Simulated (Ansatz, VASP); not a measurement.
# One calculation of TePb, two programs

The input POSCAR:

```
TePb
1.0
    0.0000000000      3.2103229127      3.2103229127
    3.2103229127      0.0000000000      3.2103229127
    3.2103229127      3.2103229127      0.0000000000
Pb Te
1 1
Direct
    0.0000000000      0.0000000000      0.0000000000
    0.5000000000      0.5000000000      0.5000000000
```

File INCAR.step1:

```
SYSTEM = TePb
PREC = Accurate
ENCUT = 520
EDIFF = 1E-5
ISMEAR = 0
SIGMA = 0.01
LREAL = .False.
LASPH = .True.
NELM = 100
ALGO = Normal
ISIF = 2
LWAVE = .True.
GGA = PE
NBANDS = 17
```

Contents of INCAR.step2:

```
SYSTEM = TePb
PREC = Accurate
ENCUT = 520
EDIFF = 1E-6
ISMEAR = 0
SIGMA = 0.01
LREAL = .False.
LASPH = .True.
NELM = 100
ALGO = Normal
ISIF = 2
LWAVE = .False.
LCHARG = .True.
GGA = PE
LHFCALC = .True.
HFSCREEN = 0.2079
PRECFOCK = Normal
LELF = .True.
LVHAR = .True.
ISTART = 1
NBANDS = 17
```

The input KPOINTS:

```
regular mesh
0
Gamma
  6 6 6
  0 0 0
```

Input for Ansatz:

```yaml
crystal:
  lattice:
    - [0.0, 3.2103229127, 3.2103229127]
    - [3.2103229127, 0.0, 3.2103229127]
    - [3.2103229127, 3.2103229127, 0.0]
  atoms:
    - { symbol: Pb, position: [0.0, 0.0, 0.0] }
    - { symbol: Te, position: [0.5, 0.5, 0.5] }
kpoints:
  mp_grid: { grid: [6, 6, 6] }
  band_path:
    path:
      - [0.0, 0.0, 0.0]
      - [0.5, 0.0, 0.5]
      - [0.625, 0.25, 0.625]
      - [0.375, 0.375, 0.75]
      - [0.5, 0.5, 0.5]
      - [0.5, 0.25, 0.75]
    npoints: 1
hamiltonian:
  xc: hse06
scf:
  occupations: { method: fixed }
  n_extra_bands: 4
output:
  forces: true
  stress: true
  eigenvalues: true
```

Change from the starting cell: hydrostatic strain -1.8%.

Alike in both runs: task single point; functional HSE06; k mesh 6 × 6 × 6; no spin polarisation.

|  | VASP | Ansatz |
| --- | --- | --- |
| version | VASP 6.6.1 | Ansatz 0.2.0 |
| potentials or method | VASP PAW PBE potentials, release 64 (Pb_d, Te) | plane waves, PAW |
| plane-wave cutoff (eV) | 520 | 420 |
| occupations | gaussian, width 0.01 eV | fixed |
| valence electrons in the cell | 20 | 30 |

VASP gave:

- gap on the k mesh at the Fermi level (eV): 1.02
- pressure (GPa): 1.9

Q: Which values does Ansatz return?

A: gap on the k mesh at the Fermi level (eV): 1.06; pressure (GPa): 2.1.

VASP's potentials hold 20 valence electrons a cell and Ansatz's 30, so a difference there can come from the potentials and not from the codes. Ansatz's warnings: stress exchange threshold loose, stress scf threshold loose.

Spin-orbit coupling is off throughout.
